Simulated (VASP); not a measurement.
# Cd in VASP: notebook

Cd is run at these levels: PBE; tasks: single point, relaxation of cell and atoms.

All numbers are computed with VASP 6.6.1; they aren't measurements. Logs are shortened: lines on timing, memory, paths and dates and some standing lists are left out, and cuts for length are marked.

## (1) The cell of the first run

The typed cell holds 1 atom: a = 3.011 Å, b = 3.011 Å, c = 3.004 Å, α = 90.00°, β = 90.00°, γ = 90.00°.

## (2) Single point, PBE

Contents of INCAR:

```
  ALGO = Fast
  EDIFF = 1E-7
  ENCUT = 520
  GGA = PE
  ISIF = 2
  ISMEAR = 0
  LASPH = T
  LCHARG = F
  LREAL = F
  LWAVE = F
  NBANDS = 12
  NELM = 80
  PREC = Accurate
  SIGMA = 0.1
```

Contents of KPOINTS:

```
k-points
0
Gamma
  6 6 6
```

Contents of POSCAR:

```
Cd
1.0
    3.0109001272      0.0000000000      0.0000000000
    0.0000000000      3.0109001272      0.0000000000
    0.0000000000      0.0000000000      3.0040346334
Cd
1
Direct
    0.5000000000      0.5000000000      0.5000000000
```

Potentials or basis: VASP PAW PBE potentials, release 64 (Cd).

Command:

```
$ cat potpaw_PBE.64/Cd/POTCAR > POTCAR
$ mpirun -np 1 vasp_std > vasp.out
```

OUTCAR:

```text
EDIFF = 1E-7
   ENCUT = 520
   GGA = PE
   ISIF = 2
   ISMEAR = 0
   LASPH = T
   LREAL = F
   NELM = 80
   PREC = Accurate

 ion  position               nearest neighbor table
   1  0.500  0.500  0.500-

  LATTYP: Found a simple tetragonal cell.
 ALAT       =     3.0109001272
 C/A-ratio  =     0.9977197869

  Lattice vectors:

 A1 = (   3.0109001272,   0.0000000000,   0.0000000000)
 A2 = (   0.0000000000,   3.0109001272,   0.0000000000)
 A3 = (   0.0000000000,   0.0000000000,   3.0040346334)

Analysis of symmetry for initial positions (statically):
=====================================================================
 Subroutine PRICEL returns:
 Original cell was already a primitive cell.

 Routine SETGRP: Setting up the symmetry group for a
 simple tetragonal supercell.

 Subroutine GETGRP returns: Found 16 space group operations
 (whereof 16 operations were pure point group operations)
 out of a pool of 16 trial point group operations.

The static configuration has the point symmetry D_4h.

Analysis of symmetry for dynamics (positions and initial velocities):
=====================================================================
 Subroutine PRICEL returns:
 Original cell was already a primitive cell.

 Routine SETGRP: Setting up the symmetry group for a
 simple tetragonal supercell.

 Subroutine GETGRP returns: Found 16 space group operations
 (whereof 16 operations were pure point group operations)
 out of a pool of 16 trial point group operations.

The dynamic configuration has the point symmetry D_4h.

 Subroutine INISYM returns: Found 16 space group operations
 (whereof 16 operations are pure point group operations),
 and found     1 'primitive' translations

----------------------------------------------------------------------------------------

                                     Primitive cell

  volume of cell :      27.2331

  direct lattice vectors                    reciprocal lattice vectors
     3.010900127  0.000000000  0.000000000     0.332126593  0.000000000  0.000000000
     0.000000000  3.010900127  0.000000000     0.000000000  0.332126593  0.000000000
     0.000000000  0.000000000  3.004034633     0.000000000  0.000000000  0.332885643

  length of vectors
     3.010900127  3.010900127  3.004034633     0.332126593  0.332126593  0.332885643

  position of ions in fractional coordinates (direct lattice)
     0.500000000  0.500000000  0.500000000

  ion indices of the primitive-cell ions
   primitive index   ion index
                 1           1

----------------------------------------------------------------------------------------

 KPOINTS: k-points

Automatic generation of k-mesh.
 Grid dimensions read from file:
 generate k-points for:    6    6    6

 Generating k-lattice:

  Cartesian coordinates                     Fractional coordinates (reciprocal lattice)
     0.055354432  0.000000000  0.000000000     0.166666667  0.000000000  0.000000000
     0.000000000  0.055354432  0.000000000     0.000000000  0.166666667  0.000000000
     0.000000000  0.000000000  0.055480940     0.000000000  0.000000000  0.166666667

  Length of vectors
     0.055354432  0.055354432  0.055480940

  Shift w.r.t. Gamma in fractional coordinates (k-lattice)
     0.000000000  0.000000000  0.000000000

 Subroutine IBZKPT returns following result:
 ===========================================

 Found     40 irreducible k-points:

 Following reciprocal coordinates:
            Coordinates               Weight
  0.000000  0.000000  0.000000      1.000000
  0.166667  0.000000  0.000000      4.000000
  0.333333  0.000000  0.000000      4.000000
  0.500000  0.000000  0.000000      2.000000
  0.166667  0.166667  0.000000      4.000000
  0.333333  0.166667  0.000000      8.000000
[... 16 lines left out ...]
  0.333333  0.000000  0.333333      8.000000
  0.500000  0.000000  0.333333      4.000000
 [... further k-points ...]
   k-points           NKPTS =     40   k-points in BZ     NKDIM =     40   number of bands    NBANDS=     12
   number of dos      NEDOS =    301   number of ions     NIONS =      1
   total plane-waves  NPLWV =  13824
   dimension x,y,z NGX =    24 NGY =   24 NGZ =   24
   dimension x,y,z NGXF=    48 NGYF=   48 NGZF=   48
   ions per type =               1
   NGX,Y,Z   is equivalent  to a cutoff of  13.25, 13.25, 13.28 a.u.
   NGXF,Y,Z  is equivalent  to a cutoff of  26.50, 26.50, 26.56 a.u.
 SYSTEM =  unknown system
   PREC   = accura    normal or accurate (medium, high low for compatibility)
   ISTART =      0    job   : 0-new  1-cont  2-samecut
   ICHARG =      2    charge: 1-file 2-atom 10-const
   ISPIN  =      1    spin polarized calculation?
   LNONCOLLINEAR =      F non collinear calculations
   LSORBIT =      F    spin-orbit coupling
   LASPH  =      T    aspherical Exc in radial PAW
   ENCUT  =  520.0 eV  38.22 Ry    6.18 a.u.   5.60  5.60  5.59*2*pi/ulx,y,z
   NELM   =     80;   NELMIN=  2; NELMDL= -5     # of ELM steps
   EDIFF  = 0.1E-06   stopping-criterion for ELM
   LREAL  =      F    real-space projection
   EDIFFG = 0.1E-05   stopping-criterion for IOM
   NSW    =      0    number of steps for IOM
   IBRION =     -1    ionic relax: 0-MD 1-quasi-New 2-CG
   NFREE  =      0    steps in history (QN), initial steepest desc. (CG)
   ISIF   =      2    stress and relaxation
   ISYM   =      2    0-nonsym 1-usesym 2-fastsym
   POTIM  = 0.5000    time-step for ionic-motion
   TEBEG  =    0.0;   TEEND  =   0.0 temperature during run
   PSTRESS=    0.0 pullay stress
   NELECT =      12.0000    total number of electrons
   NUPDOWN=      -1.0000    fix difference up-down
   EMIN   =  10.00;   EMAX   =-10.00  energy-range for DOS
   EFERMI =   0.00;   METHOD = LEGACY
   ISMEAR =     0;   SIGMA  =   0.10  broadening in eV -4-tet -1-fermi 0-gaus
   EFERMI_NEDOS =   21; number of points for ismear=-14 and -15
   IALGO  =     68    algorithm
   IMIX   =      4    mixing-type and parameters
     AMIX     =   0.40;   BMIX     =  1.00
     AMIX_MAG =   1.60;   BMIX_MAG =  1.00
  volume/ion in A,a.u.               =      27.23       183.78
  Fermi-wavevector in a.u.,A,eV,Ry     =   1.245765  2.354154 21.115287  1.551930
  Thomas-Fermi vector in A             =   2.379972
   LORBIT       =      0    0 simple, 1 ext, 2 COOP (PROOUT), +10 PAW based schemes
   GGA     = PE    functional components
   LHFCALC =     F    Hartree Fock is set to
   AEXX    =    0.0000 exact exchange contribution
   IVDW    =     0    specifies the selected vdW correction
   LEPSILON=     F    determine dielectric tensor
   LRPA    =     F    only Hartree local field effects (RPA)
 non-spin polarized calculation
 RMM-DIIS sequential band-by-band and
 Gauss-broadening in eV      SIGMA  =   0.10
  energy-cutoff  :      520.00
  volume of cell :       27.23
 maximum number of plane-waves:       748
 NGX is ok and might be reduce to    24
   NGX = 11   NGY = 11   NGZ = 11

 number of electron      12.0000007 magnetization

 Free energy of the ion-electron system (eV)
  ---------------------------------------------------
  ext. energy  EPLUGINS =         0.00000000
  ---------------------------------------------------
  free energy    TOTEN  =        -0.66972586 eV

  energy without entropy =       -0.66852560  energy(sigma->0) =       -0.66912573

 E-fermi :   1.3527     XC(G=0):  -9.7651

 val. band max:        0.7564109670   @ k =   0.3333   0.1667   0.5000
 cond. band min:       1.4433516646   @ k =   0.5000   0.3333   0.0000
 fundamental gap:      0.6869406976
 Fermi energy:         1.3526762039

 k-point     1 :       0.0000    0.0000    0.0000
  band No.  band energies     occupation
      1      -8.0284      2.00000
      2      -8.0214      2.00000
      3      -6.7594      2.00000
      4      -6.7563      2.00000
      5      -6.7563      2.00000
      6      -5.9647      2.00000
      7      11.0001      0.00000
      8      11.0001      0.00000
      9      11.0791      0.00000
     10      14.4334      0.00000
     11      14.4825      0.00000
     12      15.2159      0.00000

 k-point     2 :       0.1667    0.0000    0.0000
  band No.  band energies     occupation
      1      -8.0007      2.00000
      2      -7.8422      2.00000
      3      -6.8556      2.00000
      4      -6.8522      2.00000
      5      -6.7481      2.00000
      6      -5.4482      2.00000
      7       7.2191      0.00000
      8      11.6120      0.00000
      9      11.6912      0.00000
     10      14.6717      0.00000
     11      15.1525      0.00000
     12      19.1873      0.00000

 k-point     3 :       0.3333    0.0000    0.0000
  band No.  band energies     occupation
      1      -7.9479      2.00000
      2      -7.5373      2.00000
      3      -7.0418      2.00000
      4      -7.0376      2.00000
      5      -6.7318      2.00000
      6      -3.7940      2.00000
      7       2.7775      0.00000
      8      13.2368      0.00000
      9      13.3175      0.00000
     10      15.2621      0.00000
     11      15.7524      0.00000
     12      19.9146      0.00000
[... 286 lines left out ...]
 k-point    23 :       0.3333    0.0000    0.3333
  band No.  band energies     occupation
      1      -7.6997      2.00000
      2      -7.5250      2.00000
      3      -7.0102      2.00000
      4      -6.9966      2.00000
      5      -6.9164      2.00000
      6      -1.8107      2.00000
      7       4.0250      0.00000
      8       5.5725      0.00000
      9      11.1896      0.00000
     10      15.6005      0.00000
     11      16.7901      0.00000
     12      20.1607      0.00000

 k-point    24 :       0.5000    0.0000    0.3333
  band No.  band energies     occupation
      1      -7.6631      2.00000
      2      -7.6562      2.00000
      3      -7.0879      2.00000
      4      -6.9917      2.00000
      5      -6.6903      2.00000
      6       0.2893      2.00000
      7       1.4580      0.13652
      8       6.5121      0.00000
      9       8.8517      0.00000
     10      17.2998      0.00000
     11      17.7883      0.00000
     12      19.1119      0.00000

 [... further k-points ...]

------------------------ aborting loop because EDIFF is reached ----------------------------------------

  FORCE on cell =-STRESS in cart. coord.  units (eV):
  Direction    XX          YY          ZZ          XY          YZ          ZX
  --------------------------------------------------------------------------------------
  -------------------------------------------------------------------------------------
  Total        0.0387308      0.0387308      0.0787456      0.0000000      0.0000000      0.0000000
  in kB        2.2786075      2.2786075      4.6327518      0.0000000      0.0000000      0.0000000
  external PRESSURE =       3.0633222 kB  Pullay stress =       0.0000000 kB

 VOLUME and BASIS-vectors are now :
 -----------------------------------------------------------------------------
  energy-cutoff  :      520.00
  volume of cell :       27.23
      direct lattice vectors                 reciprocal lattice vectors
     3.010900127  0.000000000  0.000000000     0.332126593  0.000000000  0.000000000
     0.000000000  3.010900127  0.000000000     0.000000000  0.332126593  0.000000000
     0.000000000  0.000000000  3.004034633     0.000000000  0.000000000  0.332885643

 POSITION                                       TOTAL-FORCE (eV/Angst)
 -----------------------------------------------------------------------------------
      1.50545      1.50545      1.50202         0.000000      0.000000      0.000000
 -----------------------------------------------------------------------------------
    total drift:                                0.000000     -0.000000     -0.000000

  FREE ENERGIE OF THE ION-ELECTRON SYSTEM (eV)
  ---------------------------------------------------
  free  energy   TOTEN  =        -0.6697258576 eV

  energy  without entropy=       -0.6685255998  energy(sigma->0) =       -0.66912573
```

It took 4.8 s on 1 thread of Intel Xeon Platinum 8488C (Sapphire Rapids), shared host; peak memory 0.13 GiB.

What came out:

```
Free energy            : -0.6697 eV
Pressure               : 0.3 GPa
Band gap on the k mesh : zero (band 6 reaches 5.79 eV, above the bottom of band 7 at -0.60 eV)
```

Stress tensor (GPa, compression positive):
```
0.23 0.00 0.00
0.00 0.23 0.00
0.00 0.00 0.46
```

## (3) Relaxation of cell and atoms, PBE

This run uses another cell than the first one, of 27.31 Å³/atom, 1.003 times its volume.

Contents of INCAR:

```
PREC     = Accurate       # precision mode
ENCUT    = 600            # plane-wave cutoff, eV
EDIFF    = 1E-6           # SCF threshold, eV
ISMEAR   = 0              # smearing method
SIGMA    = 0.1            # smearing width, eV
LREAL    = False          # projectors in reciprocal space
LASPH    = True           # aspherical terms in the spheres
NELM     = 60             # most SCF steps
ALGO     = Normal         # electronic algorithm
ISIF     = 3              # what is computed and relaxed
LWAVE    = False          # write WAVECAR
LCHARG   = False          # write CHGCAR
GGA      = PE             # functional
IBRION   = 2              # ionic algorithm
NSW      = 90             # ionic steps
EDIFFG   = -0.04          # ionic threshold
```

Contents of KPOINTS:

```
Automatic mesh
0
Gamma
  6 6 6
```

Contents of POSCAR:

```
Cd
1.0
    2.9327395038      0.0000000000      0.0000000000
    0.0000000000      2.9327395038      0.0000000000
    0.0000000000      0.0000000000      3.1755412435
Cd
1
Direct
    0.5000000000      0.5000000000      0.5000000000
```

Potentials or basis: VASP PAW PBE potentials, release 64 (Cd).

Command:

```
$ cat potpaw_PBE.64/Cd/POTCAR > POTCAR
$ mpirun -np 1 vasp_std > vasp.out
```

It took 14 s on 1 thread of Intel Xeon Platinum 8488C (Sapphire Rapids), shared host; peak memory 0.15 GiB.

It converged, with:

```
Free energy                            : -0.6695 eV
Relaxed volume                         : 27.48 Å³/atom
Relaxed cell                           : a = 3.018 Å, b = 3.018 Å, c = 3.016 Å, α = 90.00°, β = 90.00°, γ = 90.00°
Space group after relaxing (to 0.05 Å) : Pm-3m (No. 221)
Energy gained by relaxing              : 36.4 meV/atom
Ionic steps                            : 5
Pressure after relaxing                : -0.1 GPa
Band gap on the k mesh                 : zero (band 6 reaches 5.72 eV, above the bottom of band 7 at -0.62 eV)
```

The path:
| step | energy change (eV) | largest force (eV/Å) | pressure (GPa) | volume (Å³) |
| --- | --- | --- | --- | --- |
| 1 | 0.0000 | 0.0000 | 0.63 | 27.31 |
| 2 | -0.0343 | 0.0000 | -0.32 | 27.71 |
| 3 | -0.0358 | 0.0000 | -0.42 | 27.78 |
| 4 | -0.0359 | 0.0000 | -0.45 | 27.80 |
| 5 | -0.0364 | 0.0000 | -0.08 | 27.48 |

Final structure:
```
Cd
1.0
     3.01825    0.00000    0.00000
     0.00000    3.01825    0.00000
     0.00000    0.00000    3.01614
Cd
1
Direct
  0.50000 0.50000 0.50000
```

Levels at points of the mesh, in eV from the Fermi level:
```csv
k point,band 3,band 4,band 5,band 6,band 7,band 8,band 9,band 10
"(0.00, 0.00, 0.00)",-8.12,-8.12,-8.12,-7.28,9.60,9.60,9.62,13.03
"(0.50, 0.00, 0.00)",-8.49,-8.49,-8.09,-2.71,-1.94,13.23,13.25,14.39
"(0.50, 0.50, 0.00)",-8.43,-8.43,-7.78,1.22,1.22,1.58,5.60,17.65
"(0.00, 0.00, 0.50)",-8.49,-8.49,-8.09,-2.70,-1.94,13.23,13.23,14.38
"(0.50, 0.00, 0.50)",-8.43,-8.43,-7.78,1.22,1.23,1.59,5.61,17.63
"(0.50, 0.50, 0.50)",-9.01,-7.76,-7.76,4.40,4.41,4.41,6.74,8.42
```

## (4) Single point, PBE

This run uses another cell than the first one, of 26.91 Å³/atom, 0.988 times its volume.

Contents of INCAR:

```
PREC = Accurate
ENCUT = 520
EDIFF = 1E-6
ISMEAR = 0
SIGMA = 0.1
LREAL = F
LASPH = T
NELM = 80
ALGO = Fast
ISIF = 2
LWAVE = F
LCHARG = T
GGA = PE
LELF = T
LVHAR = T
NBANDS = 12
```

Contents of KPOINTS:

```
Automatic mesh
0
Gamma
  18 18 18
```

Contents of POSCAR:

```
Cd
1.0
    2.9967885334      0.0000000000      0.0000000000
    0.0000000000      2.9967885334      0.0000000000
    0.0000000000      0.0000000000      2.9967885334
Cd
1
Direct
    0.5000000000      0.5000000000      0.5000000000
```

Command:

```
$ cat potpaw_PBE.64/Cd/POTCAR > POTCAR
$ mpirun -np 1 vasp_std > vasp.out
```

It took 18 s on 1 thread of Intel Xeon Platinum 8488C (Sapphire Rapids), shared host; peak memory 0.18 GiB.

Results (log left out):

| Quantity | Value |
| --- | --- |
| Free energy | -0.6249 eV |
| Pressure | 0.3 GPa |
| Band gap on the k mesh | zero (band 6 reaches 5.89 eV, above the bottom of band 7 at -0.59 eV) |

Levels at points of the mesh, in eV from the Fermi level:
| k point | band 3 | band 4 | band 5 | band 6 | band 7 | band 8 | band 9 | band 10 |
| --- | --- | --- | --- | --- | --- | --- | --- | --- |
| (0.00, 0.00, 0.00) | -8.17 | -8.17 | -8.17 | -7.43 | 9.70 | 9.70 | 9.70 | 13.16 |
| (0.50, 0.00, 0.00) | -8.56 | -8.56 | -8.14 | -2.73 | -2.04 | 13.42 | 13.42 | 14.46 |
| (0.50, 0.50, 0.00) | -8.50 | -8.50 | -7.82 | 1.19 | 1.19 | 1.66 | 5.62 | 17.78 |
| (0.50, 0.50, 0.50) | -9.10 | -7.80 | -7.80 | 4.44 | 4.44 | 4.44 | 6.96 | 8.41 |

## (5) Relaxation of cell and atoms, PBE

Contents of INCAR:

```
ALGO = Normal
EDIFF = 1E-6
EDIFFG = -0.01
ENCUT = 600
GGA = PE
IBRION = 2
ISIF = 3
ISMEAR = 0
LASPH = T
LCHARG = F
LREAL = F
LWAVE = F
NELM = 100
NSW = 100
PREC = Accurate
SIGMA = 0.1
```

Contents of KPOINTS:

```
k-points
0
Gamma
  18 18 18
```

Contents of POSCAR:

```
Cd
1.0
    3.0086116292      0.0000000000      0.0000000000
    0.0000000000      3.0086116292      0.0000000000
    0.0000000000      0.0000000000      3.0086116292
Cd
1
Direct
    0.5000000000      0.5000000000      0.5000000000
```

Command:

```
$ cat potpaw_PBE.64/Cd/POTCAR > POTCAR
$ mpirun -np 1 vasp_std > vasp.out
```

It took 25 s on 1 thread of Intel Xeon 6975P-C (Granite Rapids), shared host; peak memory 0.2 GiB.

The run converged. Its results:

- Free energy: -0.6247 eV
- Relaxed volume: 27.01 Å³/atom
- Relaxed cell: a = 3.000 Å, b = 3.000 Å, c = 3.000 Å, α = 90.00°, β = 90.00°, γ = 90.00°
- Space group after relaxing (to 0.05 Å): Pm-3m (No. 221)
- Energy gained by relaxing: 0.2 meV/atom
- Ionic steps: 3
- Pressure after relaxing: 0.0 GPa
- Band gap on the k mesh: zero (band 6 reaches 5.86 eV, above the bottom of band 7 at -0.59 eV)

The path:
```csv
step,energy change (eV),largest force (eV/Å),pressure (GPa),volume (Å³)
1,0.0000,0.0000,-0.24,27.23
2,-0.0002,0.0000,-0.07,27.07
3,-0.0002,0.0000,0.00,27.01
```

Final structure:
```
Cd
1.0
     3.00048    0.00000    0.00000
     0.00000    3.00048    0.00000
     0.00000    0.00000    3.00048
Cd
1
Direct
  0.50000 0.50000 0.50000
```

Levels at points of the mesh, in eV from the Fermi level:
```csv
k point,band 2,band 3,band 4,band 5,band 6,band 7,band 8,band 9,band 10
"(0.00, 0.00, 0.00)",-9.46,-8.17,-8.17,-8.17,-7.41,9.68,9.68,9.68,13.13
"(0.50, 0.00, 0.00)",-8.83,-8.55,-8.55,-8.14,-2.73,-2.03,13.38,13.38,14.44
"(0.50, 0.50, 0.00)",-9.04,-8.49,-8.49,-7.82,1.19,1.19,1.64,5.61,17.74
"(0.50, 0.50, 0.50)",-9.09,-9.09,-7.80,-7.80,4.43,4.43,4.43,6.92,8.41
```

## (6) Summary

| task | cell | k mesh | cutoff (eV) | gap on the mesh (eV) | pressure (GPa) | relaxed volume (Å³/atom) |
| --- | --- | --- | --- | --- | --- | --- |
| single point | a = 3.011, b = 3.011, c = 3.004 Å, 1 atom | 6 × 6 × 6 | 520 | none | 0.3 | - |
| relaxation of cell and atoms | relaxed from a = 2.933, b = 2.933, c = 3.176 Å, 1 atom | 6 × 6 × 6 | 600 | none | -0.1 | 27.48 |
| single point | a = 2.997 Å, 1 atom | 18 × 18 × 18 | 520 | none | 0.3 | - |
| relaxation of cell and atoms | relaxed from a = 3.009 Å, 1 atom | 18 × 18 × 18 | 600 | none | 0.0 | 27.01 |

Alike in all rows: level PBE; potentials or basis VASP PAW PBE potentials, release 64 (Cd); no spin polarisation; smearing gaussian 0.1 eV.

Total energies depend on the potentials used, so only differences within one code and one set of settings carry meaning.
